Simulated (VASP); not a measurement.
# RbIr3 (P6_3/mmc) in VASP: further runs

The runs below take RbIr3 through single point, relaxation of cell and atoms, with PBE.

Everything below comes from runs of VASP 6.6.1. Logs are shortened: lines on timing, memory, paths and dates and some standing lists are left out, and cuts for length are marked.

**1. The cell of the first run**

Symmetry: P6_3/mmc, No. 194, hexagonal system. Conventional cell: a = 6.190 Å, b = 6.190 Å, c = 4.969 Å, α = 90.00°, β = 90.00°, γ = 120.00°. Rb (site symmetry -6m2) has 12 Ir at 3.06 to 3.10 Å within 4.0 Å. Within 4.0 Å of Ir (site symmetry mm2) lie 4 Rb at 3.06 to 3.10 Å and 8 Ir at 3.06 to 3.10 Å.

**2. Single point, PBE**

Contents of INCAR:

```
SYSTEM = RbIr3
ALGO = Normal
EDIFF = 1E-7
ENCUT = 520
GGA = PE
ISIF = 2
ISMEAR = 0
LASPH = .True.
LCHARG = .True.
LELF = .True.
LREAL = .False.
LVHAR = .True.
LWAVE = .False.
NBANDS = 46
NELM = 80
PREC = Accurate
SIGMA = 0.1
```

Contents of KPOINTS:

```
k-points
0
Gamma
  3 3 4
  0 0 0
```

Contents of POSCAR:

```
RbIr3
1.0
    6.1904415372      0.0000000000      0.0000000000
   -3.0952207686      5.3610796318      0.0000000000
    0.0000000000      0.0000000000      4.9687844711
Rb Ir
2 6
Direct
    0.3333333333      0.6666666667      0.2500000000
    0.6666666667      0.3333333333      0.7500000000
    0.8330000000      0.6660000000      0.2500000000
    0.1670000000      0.8330000000      0.7500000000
    0.3340000000      0.1670000000      0.2500000000
    0.1670000000      0.3340000000      0.7500000000
    0.8330000000      0.1670000000      0.2500000000
    0.6660000000      0.8330000000      0.7500000000
```

Potentials or basis: VASP PAW PBE potentials, release 64 (Rb_sv, Ir).

On the command line:

```bash
> cat potpaw_PBE.64/Rb_sv/POTCAR potpaw_PBE.64/Ir/POTCAR > POTCAR
> mpirun -np 1 vasp_std > vasp.out
```

OUTCAR:

```text
SYSTEM = RbIr3
   EDIFF = 1E-7
   ENCUT = 520
   GGA = PE
   ISIF = 2
   ISMEAR = 0
   LASPH = .True.
   LREAL = .False.
   NELM = 80
   PREC = Accurate

 ion  position               nearest neighbor table
   1  0.333  0.667  0.250-   4 3.06   4 3.06   6 3.06   6 3.06   8 3.06   8 3.06   5 3.10   3 3.10
                             7 3.10   7 3.10   5 3.10   3 3.10   2 4.35   2 4.35   2 4.35   2 4.35
   2  0.667  0.333  0.750-   7 3.06   7 3.06   3 3.06   3 3.06   5 3.06   5 3.06   8 3.10   6 3.10
                             4 3.10   4 3.10   8 3.10   6 3.10   1 4.35   1 4.35   1 4.35   1 4.35
   3  0.833  0.666  0.250-   2 3.06   2 3.06   8 3.06   4 3.06   4 3.06   8 3.06   5 3.09   7 3.09
                             1 3.10   1 3.10   7 3.10   5 3.10
   4  0.167  0.833  0.750-   1 3.06   1 3.06   5 3.06   5 3.06   3 3.06   3 3.06   6 3.09   8 3.09
                             2 3.10   2 3.10   6 3.10   8 3.10
   5  0.334  0.167  0.250-   2 3.06   2 3.06   4 3.06   4 3.06   6 3.06   6 3.06   3 3.09   7 3.09
                             1 3.10   1 3.10   3 3.10   7 3.10
   6  0.167  0.334  0.750-   1 3.06   1 3.06   7 3.06   5 3.06   5 3.06   7 3.06   8 3.09   4 3.09
                             2 3.10   2 3.10   4 3.10   8 3.10
   7  0.833  0.167  0.250-   2 3.06   2 3.06   8 3.06   8 3.06   6 3.06   6 3.06   3 3.09   5 3.09
                             1 3.10   1 3.10   3 3.10   5 3.10
   8  0.666  0.833  0.750-   1 3.06   1 3.06   7 3.06   7 3.06   3 3.06   3 3.06   6 3.09   4 3.09
                             2 3.10   2 3.10   6 3.10   4 3.10

  LATTYP: Found a hexagonal cell.
 ALAT       =     6.1904415372
 C/A-ratio  =     0.8026542923

  Lattice vectors:

 A1 = (   6.1904415372,   0.0000000000,   0.0000000000)
 A2 = (  -3.0952207686,   5.3610796318,   0.0000000000)
 A3 = (   0.0000000000,   0.0000000000,   4.9687844711)

Analysis of symmetry for initial positions (statically):
=====================================================================
 Subroutine PRICEL returns:
 Original cell was already a primitive cell.

 Routine SETGRP: Setting up the symmetry group for a
 hexagonal supercell.

 Subroutine GETGRP returns: Found 24 space group operations
 (whereof 12 operations were pure point group operations)
 out of a pool of 24 trial point group operations.

The static configuration has the point symmetry D_3d.
 The point group associated with its full space group is D_6h.

Analysis of symmetry for dynamics (positions and initial velocities):
=====================================================================
 Subroutine PRICEL returns:
 Original cell was already a primitive cell.

 Routine SETGRP: Setting up the symmetry group for a
 hexagonal supercell.

 Subroutine GETGRP returns: Found 24 space group operations
 (whereof 12 operations were pure point group operations)
 out of a pool of 24 trial point group operations.

The dynamic configuration has the point symmetry D_3d.
 The point group associated with its full space group is D_6h.

 Subroutine INISYM returns: Found 24 space group operations
 (whereof 12 operations are pure point group operations),
 and found     1 'primitive' translations

----------------------------------------------------------------------------------------

                                     Primitive cell

  volume of cell :     164.9013

  direct lattice vectors                    reciprocal lattice vectors
     6.190441537  0.000000000  0.000000000     0.161539366  0.093264796  0.000000000
    -3.095220769  5.361079632  0.000000000     0.000000000  0.186529593  0.000000000
     0.000000000  0.000000000  4.968784471     0.000000000  0.000000000  0.201256465

  length of vectors
     6.190441537  6.190441537  4.968784471     0.186529593  0.186529593  0.201256465

  position of ions in fractional coordinates (direct lattice)
     0.333333333  0.666666667  0.250000000
     0.666666667  0.333333333  0.750000000
     0.833000000  0.666000000  0.250000000
     0.167000000  0.833000000  0.750000000
     0.334000000  0.167000000  0.250000000
     0.167000000  0.334000000  0.750000000
     0.833000000  0.167000000  0.250000000
     0.666000000  0.833000000  0.750000000

  ion indices of the primitive-cell ions
   primitive index   ion index
                 1           1
                 2           2
                 3           3
                 4           4
                 5           5
                 6           6
                 7           7
                 8           8

----------------------------------------------------------------------------------------

 KPOINTS: k-points

Automatic generation of k-mesh.
 Grid dimensions read from file:
 generate k-points for:    3    3    4

 Generating k-lattice:

  Cartesian coordinates                     Fractional coordinates (reciprocal lattice)
     0.053846455  0.031088265  0.000000000     0.333333333  0.000000000  0.000000000
     0.000000000  0.062176531  0.000000000     0.000000000  0.333333333  0.000000000
     0.000000000  0.000000000  0.050314116     0.000000000  0.000000000  0.250000000

  Length of vectors
     0.062176531  0.062176531  0.050314116

  Shift w.r.t. Gamma in fractional coordinates (k-lattice)
     0.000000000  0.000000000  0.000000000

 Subroutine IBZKPT returns following result:
 ===========================================

 Found      9 irreducible k-points:

 Following reciprocal coordinates:
            Coordinates               Weight
  0.000000  0.000000  0.000000      1.000000
  0.333333  0.000000  0.000000      6.000000
  0.333333  0.333333  0.000000      2.000000
  0.000000  0.000000  0.250000      2.000000
  0.333333  0.000000  0.250000     12.000000
  0.333333  0.333333  0.250000      4.000000
  0.000000  0.000000  0.500000      1.000000
  0.333333  0.000000  0.500000      6.000000
  0.333333  0.333333  0.500000      2.000000
   k-points           NKPTS =      9   k-points in BZ     NKDIM =      9   number of bands    NBANDS=     46
   number of dos      NEDOS =    301   number of ions     NIONS =      8
   total plane-waves  NPLWV =  92160
   dimension x,y,z NGX =    48 NGY =   48 NGZ =   40
   dimension x,y,z NGXF=    96 NGYF=   96 NGZF=   80
   ions per type =               2   6
   NGX,Y,Z   is equivalent  to a cutoff of  12.89, 12.89, 13.38 a.u.
   NGXF,Y,Z  is equivalent  to a cutoff of  25.78, 25.78, 26.77 a.u.
 SYSTEM =  RbIr3
   PREC   = accura    normal or accurate (medium, high low for compatibility)
   ISTART =      0    job   : 0-new  1-cont  2-samecut
   ICHARG =      2    charge: 1-file 2-atom 10-const
   ISPIN  =      1    spin polarized calculation?
   LNONCOLLINEAR =      F non collinear calculations
   LSORBIT =      F    spin-orbit coupling
   LASPH  =      T    aspherical Exc in radial PAW
   ENCUT  =  520.0 eV  38.22 Ry    6.18 a.u.  11.51 11.51  9.24*2*pi/ulx,y,z
   NELM   =     80;   NELMIN=  2; NELMDL= -5     # of ELM steps
   EDIFF  = 0.1E-06   stopping-criterion for ELM
   LREAL  =      F    real-space projection
   EDIFFG = 0.1E-05   stopping-criterion for IOM
   NSW    =      0    number of steps for IOM
   IBRION =     -1    ionic relax: 0-MD 1-quasi-New 2-CG
   NFREE  =      0    steps in history (QN), initial steepest desc. (CG)
   ISIF   =      2    stress and relaxation
   ISYM   =      2    0-nonsym 1-usesym 2-fastsym
   POTIM  = 0.5000    time-step for ionic-motion
   TEBEG  =    0.0;   TEEND  =   0.0 temperature during run
   PSTRESS=    0.0 pullay stress
   NELECT =      72.0000    total number of electrons
   NUPDOWN=      -1.0000    fix difference up-down
   EMIN   =  10.00;   EMAX   =-10.00  energy-range for DOS
   EFERMI =   0.00;   METHOD = LEGACY
   ISMEAR =     0;   SIGMA  =   0.10  broadening in eV -4-tet -1-fermi 0-gaus
   EFERMI_NEDOS =   21; number of points for ismear=-14 and -15
   IALGO  =     38    algorithm
   IMIX   =      4    mixing-type and parameters
     AMIX     =   0.40;   BMIX     =  1.00
     AMIX_MAG =   1.60;   BMIX_MAG =  1.00
  volume/ion in A,a.u.               =      20.61       139.10
  Fermi-wavevector in a.u.,A,eV,Ry     =   1.241970  2.346982 20.986832  1.542489
  Thomas-Fermi vector in A             =   2.376344
   LORBIT       =      0    0 simple, 1 ext, 2 COOP (PROOUT), +10 PAW based schemes
   GGA     = PE    functional components
   LHFCALC =     F    Hartree Fock is set to
   AEXX    =    0.0000 exact exchange contribution
   IVDW    =     0    specifies the selected vdW correction
   LEPSILON=     F    determine dielectric tensor
   LRPA    =     F    only Hartree local field effects (RPA)
 non-spin polarized calculation
 Gauss-broadening in eV      SIGMA  =   0.10
  energy-cutoff  :      520.00
  volume of cell :      164.90
 maximum number of plane-waves:      4470
 NGX is ok and might be reduce to    48
   NGX = 23   NGY = 23   NGZ = 19

 number of electron      71.9999994 magnetization

 Free energy of the ion-electron system (eV)
  ---------------------------------------------------
  ext. energy  EPLUGINS =         0.00000000
  ---------------------------------------------------
  free energy    TOTEN  =       -40.43219634 eV

  energy without entropy =      -40.33678074  energy(sigma->0) =      -40.38448854

 E-fermi :   4.2626     XC(G=0): -11.4940

 val. band max:        4.2496426987   @ k =   0.0000   0.0000   0.0000
 cond. band min:       4.2755722507   @ k =   0.0000   0.0000   0.2500
 fundamental gap:      0.0259295520
 Fermi energy:         4.2625948675

 k-point     1 :       0.0000    0.0000    0.0000
  band No.  band energies     occupation
      1     -20.8951      2.00000
      2     -20.8482      2.00000
      3      -5.6455      2.00000
      4      -5.5865      2.00000
      5      -5.5865      2.00000
      6      -5.3851      2.00000
[... 38 lines left out ...]
     45       7.4065      0.00000
     46       7.4090      0.00000

 k-point     2 :       0.3333    0.0000    0.0000
  band No.  band energies     occupation
      1     -20.8807      2.00000
      2     -20.8537      2.00000
      3      -5.7947      2.00000
      4      -5.7215      2.00000
      5      -5.5998      2.00000
      6      -5.5319      2.00000
[... 38 lines left out ...]
     45       8.2679      0.00000
     46       9.4633      0.00000

 k-point     3 :       0.3333    0.3333    0.0000
  band No.  band energies     occupation
      1     -20.8650      2.00000
      2     -20.8650      2.00000
      3      -5.9282      2.00000
      4      -5.6533      2.00000
      5      -5.6533      2.00000
      6      -5.5307      2.00000
[... 38 lines left out ...]
     45       8.7772      0.00000
     46       9.0729      0.00000

 k-point     4 :       0.0000    0.0000    0.2500
  band No.  band energies     occupation
      1     -20.8855      2.00000
      2     -20.8525      2.00000
      3      -5.6930      2.00000
      4      -5.5688      2.00000
      5      -5.5265      2.00000
      6      -5.5265      2.00000
[... 38 lines left out ...]
     45       7.6946      0.00000
     46       7.6946      0.00000

 k-point     5 :       0.3333    0.0000    0.2500
  band No.  band energies     occupation
      1     -20.8741      2.00000
      2     -20.8551      2.00000
      3      -5.8310      2.00000
      4      -5.7224      2.00000
      5      -5.6367      2.00000
      6      -5.5366      2.00000
[... 38 lines left out ...]
     45       8.2743      0.00000
     46       8.5857      0.00000

 k-point     6 :       0.3333    0.3333    0.2500
  band No.  band energies     occupation
      1     -20.8624      2.00000
      2     -20.8624      2.00000
      3      -5.8095      2.00000
      4      -5.7972      2.00000
      5      -5.7972      2.00000
      6      -5.4389      2.00000
[... 38 lines left out ...]
     45       8.9573      0.00000
     46       8.9573      0.00000

 k-point     7 :       0.0000    0.0000    0.5000
  band No.  band energies     occupation
      1     -20.8663      2.00000
      2     -20.8663      2.00000
      3      -5.7310      2.00000
      4      -5.7310      2.00000
      5      -5.4032      2.00000
      6      -5.4032      2.00000
[... 38 lines left out ...]
     45       7.7178      0.00000
     46       7.7178      0.00000

 k-point     8 :       0.3333    0.0000    0.5000
  band No.  band energies     occupation
      1     -20.8619      2.00000
      2     -20.8619      2.00000
      3      -5.8633      2.00000
      4      -5.8633      2.00000
      5      -5.4677      2.00000
      6      -5.4677      2.00000
[... 38 lines left out ...]
     45       7.3376      0.00000
     46       7.3376      0.00000

 k-point     9 :       0.3333    0.3333    0.5000
  band No.  band energies     occupation
      1     -20.8598      2.00000
      2     -20.8598      2.00000
      3      -5.8978      2.00000
      4      -5.8978      2.00000
      5      -5.5837      2.00000
      6      -5.5837      2.00000
[... 38 lines left out ...]
     45       9.3865      0.00000
     46       9.3865      0.00000

------------------------ aborting loop because EDIFF is reached ----------------------------------------

  FORCE on cell =-STRESS in cart. coord.  units (eV):
  Direction    XX          YY          ZZ          XY          YZ          ZX
  --------------------------------------------------------------------------------------
  -------------------------------------------------------------------------------------
  Total      -12.1244106    -12.1244106    -14.4172166      0.0000000      0.0000000     -0.0000000
  in kB     -117.8005108   -117.8005108   -140.0773642      0.0000000      0.0000000     -0.0000000
  external PRESSURE =    -125.2261286 kB  Pullay stress =       0.0000000 kB

 VOLUME and BASIS-vectors are now :
 -----------------------------------------------------------------------------
  energy-cutoff  :      520.00
  volume of cell :      164.90
      direct lattice vectors                 reciprocal lattice vectors
     6.190441537  0.000000000  0.000000000     0.161539366  0.093264796  0.000000000
    -3.095220769  5.361079632  0.000000000     0.000000000  0.186529593  0.000000000
     0.000000000  0.000000000  4.968784471     0.000000000  0.000000000  0.201256465

 POSITION                                       TOTAL-FORCE (eV/Angst)
 -----------------------------------------------------------------------------------
     -0.00000      3.57405      1.24220         0.000000     -0.000000      0.000000
      3.09522      1.78703      3.72659         0.000000      0.000000      0.000000
      3.09522      3.57048      1.24220         0.000000      1.124580      0.000000
     -1.54452      4.46578      3.72659        -0.973915      0.562290      0.000000
      1.55071      0.89530      1.24220        -0.973915     -0.562290     -0.000000
      0.00000      1.79060      3.72659         0.000000     -1.124580     -0.000000
      4.63974      0.89530      1.24220         0.973915     -0.562290     -0.000000
      1.54452      4.46578      3.72659         0.973915      0.562290      0.000000
 -----------------------------------------------------------------------------------
    total drift:                               -0.000000      0.000000      0.000000

  FREE ENERGIE OF THE ION-ELECTRON SYSTEM (eV)
  ---------------------------------------------------
  free  energy   TOTEN  =       -40.4321963378 eV

  energy  without entropy=      -40.3367807354  energy(sigma->0) =      -40.38448854
```

It took 46 s on 1 thread of Intel Xeon 6975P-C (Granite Rapids), shared host; peak memory 0.32 GiB.

Results:

| Quantity | Value |
| --- | --- |
| Free energy | -40.4322 eV |
| Pressure | -12.5 GPa |
| Largest force | 1.125 eV/Å |
| Band gap on the k mesh | zero (bands 36 and 37 overlap by 0.94 eV) |

Forces on the atoms (eV/Å):
```
Rb   0.000  0.000  0.000
Rb   0.000  0.000  0.000
Ir   0.000  1.125  0.000
Ir  -0.974  0.562  0.000
Ir  -0.974 -0.562  0.000
Ir   0.000 -1.125  0.000
Ir   0.974 -0.562  0.000
Ir   0.974  0.562  0.000
```

Stress tensor (GPa, compression positive):
```
-11.78   0.00   0.00
  0.00 -11.78   0.00
  0.00   0.00 -14.01
```

Caveat: the k points lie up to 0.39 Å⁻¹ apart, too coarse for converged energies and pressures of a metal; spin-orbit coupling is left out, which moves the levels of the heavy elements; forces of over 1 eV/Å act on the atoms, so gaps and moduli don't describe the material at rest.

(Continued in part 2 of 3.)
